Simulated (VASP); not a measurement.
## MgO: single point with PBE

MgO:

```xyz
2
Lattice="0.0000 2.1269 2.1269 2.1269 0.0000 2.1269 2.1269 2.1269 0.0000" Properties=species:S:1:pos:R:3 pbc="T T T"
Mg    0.0000   -0.1000    0.0000
O     2.1269    2.1269    2.1269
```

```yaml
Program: VASP 6.6.1
Task: single point
Functional: PBE
Potentials_or_basis: VASP PAW PBE potentials, release 64 (Mg, O)
Cutoff: 600 eV
k_mesh: 10 × 10 × 10
Occupations: gaussian, width 0.05 eV
Spin: no spin polarisation
Dipole_correction: no
Further_INCAR_settings: ALGO = Normal; EDIFF = 1e-06; NBANDS = 11; ISYM = 0
```

```json
{
 "Pressure": "-0.1 GPa",
 "Largest force": "0.515 eV/Å",
 "Band gap on the k mesh": "4.44 eV"
}
```

Forces in eV/Å, atoms in the order of the input:
```
Mg   0.000  0.515  0.000
O    0.000 -0.515  0.000
```

Stress tensor (GPa, compression positive):
```
-1.20  0.00  0.00
 0.00  2.07  0.00
 0.00  0.00 -1.20
```

Levels at points of the mesh, in eV from the valence-band top:
| k point | band 1 | band 2 | band 3 | band 4 | band 5 | band 6 | band 7 | band 8 |
| --- | --- | --- | --- | --- | --- | --- | --- | --- |
| (0.00, 0.00, 0.00) | -17.11 | -0.01 | 0.00 | 0.00 | 4.44 | 15.66 | 15.68 | 15.68 |
| (0.50, 0.00, 0.00) | -15.90 | -4.48 | -0.62 | -0.61 | 7.72 | 12.23 | 16.01 | 16.05 |
| (0.00, 0.50, 0.00) | -15.90 | -4.48 | -0.62 | -0.61 | 7.72 | 12.23 | 16.01 | 16.05 |
| (0.00, 0.00, 0.50) | -15.90 | -4.48 | -0.62 | -0.61 | 7.72 | 12.23 | 16.01 | 16.05 |
| (0.50, 0.50, 0.50) | -15.90 | -4.48 | -0.62 | -0.61 | 7.72 | 12.23 | 16.01 | 16.05 |
| (0.50, 0.50, 0.00) | -15.65 | -3.96 | -1.31 | -1.30 | 9.12 | 9.61 | 12.80 | 18.51 |
| (0.00, 0.50, 0.50) | -15.65 | -3.96 | -1.31 | -1.30 | 9.12 | 9.61 | 12.80 | 18.51 |
| (0.50, 0.00, 0.50) | -15.66 | -3.95 | -1.30 | -1.30 | 9.09 | 9.59 | 12.81 | 18.54 |

It took 96 s on 1 thread of Intel Xeon 8259CL, with other jobs on the host, peak memory 0.26 GiB.

Expect the measured gap to be larger: semilocal functionals such as PBE lack the derivative discontinuity.
